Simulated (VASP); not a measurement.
The system is Al2O3.

```
Al O
1.0
     2.40251    1.38709    4.37208
    -2.40251    1.38709    4.37208
     0.00000   -2.77418    4.37208
Al O
4 6
Direct
  0.14790 0.14790 0.14790
  0.35210 0.35210 0.35210
  0.64790 0.64790 0.64790
  0.85210 0.85210 0.85210
  0.94385 0.55615 0.25000
  0.44385 0.75000 0.05615
  0.55615 0.25000 0.94385
  0.25000 0.94385 0.55615
  0.75000 0.05615 0.44385
  0.05615 0.44385 0.75000
```

```yaml
Program: VASP 6.6.1
Task: relaxation of cell and atoms
Functional: PBEsol
Potentials_or_basis: VASP PAW PBE potentials, release 64 (Al, O)
Cutoff: 600 eV
k_mesh: 6 × 6 × 6
Occupations: gaussian, width 0.02 eV
Spin: no spin polarisation
```

At the start: pressure -5.1 GPa; volume 8.74 Å³/atom.

How do energy, volume and symmetry change on relaxing?

Over 8 steps the energy falls by 3.1 meV/atom and the volume is 8.56 Å³/atom (-2.1 %); space group R-3c (No. 167, to 0.1 Å) before and after.

Step by step:
| step | energy change (eV) | largest force (eV/Å) | pressure (GPa) | volume (Å³) |
| --- | --- | --- | --- | --- |
| 1 | 0.0000 | 0.0559 | -5.11 | 87.42 |
| 2 | -0.0075 | 0.0499 | 4.78 | 83.94 |
| 3 | -0.0309 | 0.0095 | 0.00 | 85.54 |
| 4 | -0.0309 | 0.0095 | 0.10 | 85.50 |
| 5 | -0.0310 | 0.0069 | 0.10 | 85.49 |
| 6 | -0.0310 | 0.0059 | 0.10 | 85.49 |
| 7 | -0.0310 | 0.0051 | 0.10 | 85.49 |
| 8 | -0.0311 | 0.0020 | -0.07 | 85.55 |

Final structure:
```
Al O
1.0
     2.38642    1.37780    4.33664
    -2.38642    1.37780    4.33664
     0.00000   -2.75560    4.33664
Al O
4 6
Cartesian
  0.0000 0.0000 1.9246
  0.0000 0.0000 4.5803
  0.0000 0.0000 8.4296
  0.0000 0.0000 11.0853
  0.9268 1.3778 7.5891
  -0.7298 1.4915 5.4208
  0.7298 -1.4915 7.5891
  -1.6566 0.1137 7.5891
  1.6566 -0.1137 5.4208
  -0.9268 -1.3778 5.4208
```

Caveat: the PAW data sets were made with another functional, which shifts forces and pressure a little.
